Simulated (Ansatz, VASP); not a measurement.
**One calculation of Ni, two programs**

INCAR

```
SYSTEM = Ni
PREC     = Accurate       ! precision mode
ENCUT    = 520            ! plane-wave cutoff, eV
EDIFF    = 1E-6           ! SCF threshold, eV
ISMEAR   = -1             ! smearing method
SIGMA    = 0.1            ! smearing width, eV
LREAL    = .FALSE.        ! projectors in reciprocal space
LASPH    = .TRUE.         ! aspherical terms in the spheres
NELM     = 100            ! most SCF steps
ALGO     = Normal         ! electronic algorithm
ISIF     = 2              ! what is computed and relaxed
LWAVE    = .FALSE.        ! write WAVECAR
LCHARG   = .FALSE.        ! write CHGCAR
GGA      = B5             ! functional
ALDAX    = 1.0          
AGGAX    = 1.0          
AGGAC    = 1.0          
ALDAC    = 0.0          
NBANDS   = 11             ! bands
```

KPOINTS

```
regular mesh
0
G
  15 15 15
  0 0 0
```

Contents of POSCAR:

```
Ni
1.0
    2.2681971081      0.0000000000      0.0000000000
    0.0000000000      2.2681971081      0.0000000000
    0.0000000000      0.0000000000      2.2681971081
Ni
1
Direct
    0.0000000000      0.0000000000      0.0000000000
```

Input for Ansatz:

```yaml
crystal:
  lattice:
    - [2.2681971081, 0.0, 0.0]
    - [0.0, 2.2681971081, 0.0]
    - [0.0, 0.0, 2.2681971081]
  atoms:
    - { symbol: Ni, position: [0.0, 0.0, 0.0] }
hamiltonian:
  xc: blyp
  pseudopotentials:
    kind: paw
    azcp:
      Ni: "pseudopotentials/Ni.paw.azcp"
basis:
  ecutwfc: 420
  fft_grid_basis: typed
kpoints:
  mp_grid: { grid: [15, 15, 15], shift: [0, 0, 0] }
magnetization:
  spin_polarized: false
scf:
  occupations: { method: fermi_dirac, width: 0.1 }
  lower_state_search: "off"
output:
  stress: true
  write_density: true
  write_potential: true
  elf: true
  volumetric_format: npy
```

Alike in both runs: task single point; functional BLYP; k mesh 15 × 15 × 15; occupations fermi-dirac, width 0.1 eV; no spin polarisation.

```csv
,VASP,Ansatz
version,VASP 6.6.1,Ansatz 0.2.0
potentials or method,"VASP PAW PBE potentials, release 64 (Ni), cutoff 520 eV","plane waves (420 eV) with PAW, scalar-relativistic"
valence electrons in the cell,10,18
```

Ansatz gave:

```
pressure (GPa) : 21.5
```

Q: Estimate VASP's values.

A: Pressure (GPa): 21.4.

VASP's potentials were made for PBE, not for BLYP. VASP's potentials hold 10 valence electrons a cell and Ansatz's 18, so a difference there can come from the potentials and not from the codes.
